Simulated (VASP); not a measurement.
In5Sb2As3, 10 atoms in the cell. Symmetry: Pm, No. 6, monoclinic system. Conventional cell: a = 6.663 Å, b = 5.677 Å, c = 6.862 Å, α = 90.00°, β = 92.25°, γ = 90.00°. Within 3.9 Å of In (site symmetry m) lie 2 Sb at 2.94 Å and 4 In at 2.95 to 3.10 Å and 2 As at 3.67 Å. Within 3.9 Å of In (site symmetry m) lie 2 As at 2.94 Å and 4 In at 2.95 to 3.10 Å and 2 Sb at 3.67 Å. Within 3.9 Å of In (site symmetry m) lie 4 As at 2.94 to 3.67 Å and 4 In at 2.95 to 3.10 Å. In (site symmetry m) has 4 Sb at 2.94 to 3.67 Å and 4 In at 2.95 to 3.10 Å within 3.9 Å. Within 3.9 Å of In (site symmetry m) lie 4 As at 2.94 to 3.67 Å and 4 In at 2.95 to 3.10 Å. Within 3.9 Å of Sb (site symmetry m) lie 4 In at 2.94 to 3.67 Å and 3 As at 2.95 to 3.10 Å and 1 Sb at 3.10 Å. Within 3.9 Å of Sb (site symmetry m) lie 4 In at 2.94 to 3.67 Å and 3 As at 2.95 to 3.10 Å and 1 Sb at 3.10 Å. As (site symmetry m) has 4 In at 2.94 to 3.67 Å and 2 Sb at 2.95 to 3.10 Å and 2 As at 2.95 to 3.10 Å within 3.9 Å. 

| Property | Result |
| --- | --- |
| Program | VASP 6.6.1 |
| Task | single point |
| Functional | PBE |
| Potentials or basis | VASP PAW PBE potentials, release 64 (In_d, Sb, As) |
| Cutoff | 520 eV |
| k mesh | 4 × 4 × 4 |
| Occupations | gaussian, width 0.1 eV |
| Spin | no spin polarisation |
| Dipole correction | no |
| Further INCAR settings | ALGO = Fast; EDIFF = 1e-06; NBANDS = 56 |

Potentials or basis: VASP PAW PBE potentials, release 64 (In_d, Sb, As).

Launch:

```console
$ cat potpaw_PBE.64/In_d/POTCAR potpaw_PBE.64/Sb/POTCAR potpaw_PBE.64/As/POTCAR > POTCAR
$ mpirun -np 1 vasp_std > vasp.out
```

Hardware: 1 thread of Oxide Virtual Turin-like Processor (shared host).

Estimate the wall time of this run.

Wall time 8.9 min on 1 thread of Oxide Virtual Turin-like Processor, on a shared host, peak memory 0.52 GiB. Counts: scf iterations 16, k points 30.
